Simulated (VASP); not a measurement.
Here is a VASP 6.6.1 calculation.

POSCAR

```
InGaP2
1.0
    4.0828664341      0.0000000000      0.0000000000
    0.0000000000      4.0828664341      0.0000000000
    0.0000000000      0.0000000000      5.8246366626
Ga P In
1 2 1
Direct
    0.0000000000      0.0000000000      0.0000000000
    0.0000000000      0.5000000000      0.2286480191
    0.5000000000      0.0000000000      0.7713519809
    0.5000000000      0.5000000000      0.5000000000
```

Contents of INCAR.step1:

```
PREC     = Accurate       # precision mode
ENCUT    = 550            # plane-wave cutoff, eV
ISMEAR   = 0              # smearing method
SIGMA    = 0.01           # smearing width, eV
LREAL    = F              # projectors in reciprocal space
LASPH    = T              # aspherical terms in the spheres
NELM     = 120            # most SCF steps
NBANDS   = 26             # bands
GGA      = PE             # functional
ALGO     = Normal         # electronic algorithm
EDIFF    = 1E-5           # SCF threshold, eV
LWAVE    = T              # write WAVECAR
LCHARG   = F              # write CHGCAR
GGA_COMPAT= F
```

Contents of INCAR.step2:

```
PREC     = Accurate       # precision mode
ENCUT    = 550            # plane-wave cutoff, eV
EDIFF    = 1E-6           # SCF threshold, eV
ISMEAR   = 0              # smearing method
SIGMA    = 0.01           # smearing width, eV
LREAL    = F              # projectors in reciprocal space
LASPH    = T              # aspherical terms in the spheres
NELM     = 120            # most SCF steps
ALGO     = Normal         # electronic algorithm
ISIF     = 2              # what is computed and relaxed
LWAVE    = F              # write WAVECAR
LCHARG   = F              # write CHGCAR
METAGGA  = R2SCAN         # meta-GGA
LMIXTAU  = T            
NBANDS   = 26             # bands
ISTART   = 1            
GGA_COMPAT= F
```

File KPOINTS:

```
regular mesh
0
Gamma
  6 6 4
```

Potentials or basis: VASP PAW PBE potentials, release 64 (Ga_d, P, In_d).

Run with:

```sh
$ cat potpaw_PBE.64/Ga_d/POTCAR potpaw_PBE.64/P/POTCAR potpaw_PBE.64/In_d/POTCAR > POTCAR
$ cp INCAR.step1 INCAR
$ mpirun -np 1 vasp_std > vasp.out
$ cp INCAR.step2 INCAR
$ mpirun -np 1 vasp_std > vasp.out
```

(1) What does it give for the band gap on the k mesh?

(2) Estimate the largest force.

(3) What does it give for the pressure?

Results:

(1) 0.99 eV.

(2) 0.063 eV/Å.

(3) -4.0 GPa.

Caveat: the cell stands under tension; the PAW data sets were made with another functional, which shifts forces and pressure a little; spin-orbit coupling is left out, which moves the levels of the heavy elements.
